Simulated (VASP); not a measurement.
# SiO2: single point with PBE

Crystal: SiO2.

```
Si O
1.0
     0.00000    2.26417    2.26417
     2.28749    0.00000    2.26417
     2.28749    2.26417    0.00000
Si O
1 2
Direct
  0.00000 0.00000 0.00000
  0.25000 0.25000 0.25000
  0.75000 0.75000 0.75000
```

This cell differs from its parent crystal: uniaxial x strain +1.0%.

```yaml
Program: VASP 6.6.1
Task: single point
Functional: PBE
Potentials_or_basis: VASP PAW PBE potentials, release 64 (Si, O)
Cutoff: 520 eV
k_mesh: 10 × 10 × 10
Occupations: fermi-dirac, width 0.02 eV
Spin: no spin polarisation
Dipole_correction: no
Further_INCAR_settings: ALGO = Normal; EDIFF = 1e-07; NBANDS = 15
```

* Pressure: 7.3 GPa
* Band gap on the k mesh: 1.94 eV, direct

Stress tensor (GPa, compression positive):
```
 0.05  0.00  0.00
 0.00 10.86  0.00
 0.00  0.00 10.86
```

Levels at points of the mesh, in eV from the valence-band top:
```
           k point  band 6  band 7  band 8  band 9  band 10  band 11
(0.00, 0.00, 0.00)   -2.46   -2.22   -2.22    2.03     5.85     5.85
(0.50, 0.00, 0.00)   -5.11   -4.53   -4.47    5.90     9.70     9.93
(0.50, 0.50, 0.00)   -1.15   -0.94    0.00    1.94     8.03    11.14
(0.00, 0.50, 0.50)   -0.99   -0.99   -0.14    2.12     8.18    11.08
```

It took 11 s on 1 thread of Intel(R) Xeon(R) 6975P-C (Granite Rapids), on a shared host, peak memory 0.15 GiB.

Caveat: the cell differs from its parent crystal (uniaxial x strain +1.0%). A k mesh can miss the band edges.
